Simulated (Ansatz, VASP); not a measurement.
## Co: VASP beside Ansatz

INCAR

```
SYSTEM = Co
PREC = Accurate
ENCUT = 520
EDIFF = 1E-6
ISMEAR = -1
SIGMA = 0.1
LREAL = .False.
LASPH = .True.
NELM = 150
ALGO = Normal
ISIF = 2
LWAVE = .False.
LCHARG = .False.
ISPIN = 2
MAGMOM = 3.2 3.2
LORBIT = 11
LMAXMIX = 4
GGA = PE
NBANDS = 20
```

The input KPOINTS:

```
Automatic mesh
0
Gamma
  13 13 7
  0 0 0
```

POSCAR

```
Co
1.0
    2.4648934833      0.0000000000      0.0000000000
   -1.2324467416      2.1346603766      0.0000000000
    0.0000000000      0.0000000000      4.0009053153
Co
2
Direct
    0.3333333333      0.6666666667      0.2500000000
    0.6666666667      0.3333333333      0.7500000000
```

Input for Ansatz:

```yaml
crystal:
  lattice:
    - [2.464893483265334, 0.0, 0.0]
    - [-1.232446741632667, 2.1346603766381467, 0.0]
    - [0.0, 0.0, 4.0009053152833935]
  atoms:
    - { symbol: Co, position: [0.3333333333333333, 0.6666666666666666, 0.25], spin: 3.2 }
    - { symbol: Co, position: [0.6666666666666666, 0.3333333333333333, 0.75], spin: 3.2 }
basis:
  ecutwfc: 500.0
kpoints:
  mp_grid:
    grid: [13, 13, 7]
hamiltonian:
  pseudopotentials:
    kind: paw
magnetization:
  spin_polarized: true
scf:
  convergence:
    dr2_threshold: 1.0e-09
  occupations:
    method: fermi_dirac
    width: 0.1
output:
  stress: true
```

Alike in both runs: task single point; functional PBE; k mesh 13 × 13 × 7; occupations fermi-dirac, width 0.1 eV; collinear spin.

```csv
,VASP,Ansatz
version,VASP 6.6.1,Ansatz 0.2.0
potentials or method,"VASP PAW PBE potentials, release 64 (Co), cutoff 520 eV","plane waves, PAW"
valence electrons in the cell,18,34
```

Ansatz gave:

* pressure (GPa): 7.3
* traceless stress, the component that is largest in VASP (GPa): -0.67
* net moment per atom (μB): 1.59
* size of the moment on the site where the two differ most (μB): 1.66

What did VASP give for the same quantities?

Pressure (GPa): 6.4; traceless stress, the component that is largest in VASP (GPa): -0.77; net moment per atom (μB): 1.58; size of the moment on the site where the two differ most (μB): 1.59.

Site moments also hang on the region over which each program counts them. VASP's potentials hold 18 valence electrons a cell and Ansatz's 34, so a difference there can come from the potentials and not from the codes. Ansatz's warnings: given moment on shells, stress scf threshold loose.
